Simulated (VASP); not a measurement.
Here is a VASP 6.6.1 calculation.

File INCAR:

```
SYSTEM = Si5GeC6
ALGO = Normal ; EDIFF = 1E-6
ENCUT = 520 ; GGA = PE
ISIF = 2 ; ISMEAR = 0
LASPH = .True. ; LCHARG = .True.
LELF = .True. ; LREAL = .False.
LVHAR = .True. ; LWAVE = .False.
NBANDS = 41 ; NELM = 60
PREC = Accurate ; SIGMA = 0.1
```

The input KPOINTS:

```
k-points
0
Gamma
  6 6 1
  0 0 0
```

File POSCAR:

```
Si5GeC6
1.0
    3.1178012000      0.0000000000      0.0000000000
   -1.5589006000      2.7000951000      0.0000000000
    0.0000000000      0.0000000000     15.3652333000
Si Ge C
5 1 6
Direct
    0.6666667000      0.3333333000      0.0052850000
    0.6666667000      0.3333333000      0.3350770000
    0.6666667000      0.3333333000      0.6645860000
    0.0000000000      0.0000000000      0.1702110000
    0.0000000000      0.0000000000      0.4999550000
    0.0000000000      0.0000000000      0.8344940000
    0.6666667000      0.3333333000      0.1295180000
    0.6666667000      0.3333333000      0.4592350000
    0.6666667000      0.3333333000      0.7878940000
    0.0000000000      0.0000000000      0.2943730000
    0.0000000000      0.0000000000      0.6240920000
    0.0000000000      0.0000000000      0.9652800000
```

Potentials or basis: VASP PAW PBE potentials, release 64 (Si, Ge_d, C).

Run with:

```bash
$ cat potpaw_PBE.64/Si/POTCAR potpaw_PBE.64/Ge_d/POTCAR potpaw_PBE.64/C/POTCAR > POTCAR
$ mpirun -np 1 vasp_std > vasp.out
```

What does it give for the pressure?

-0.1 GPa.

Predict the largest force.

0.028 eV/Å.

Predict the band gap on the k mesh.

2.15 eV, indirect (least direct gap 3.80 eV).

Forces in eV/Å, atoms in the order of the input:
```
Si   0.000  0.000 -0.002
Si   0.000  0.000  0.008
Si   0.000  0.000  0.002
Si   0.000  0.000 -0.005
Si   0.000  0.000 -0.006
Ge   0.000  0.000 -0.027
C    0.000  0.000  0.000
C    0.000  0.000 -0.005
C    0.000  0.000  0.028
C    0.000  0.000  0.003
C    0.000  0.000  0.004
C    0.000  0.000 -0.001
```

A k mesh can miss the band edges.
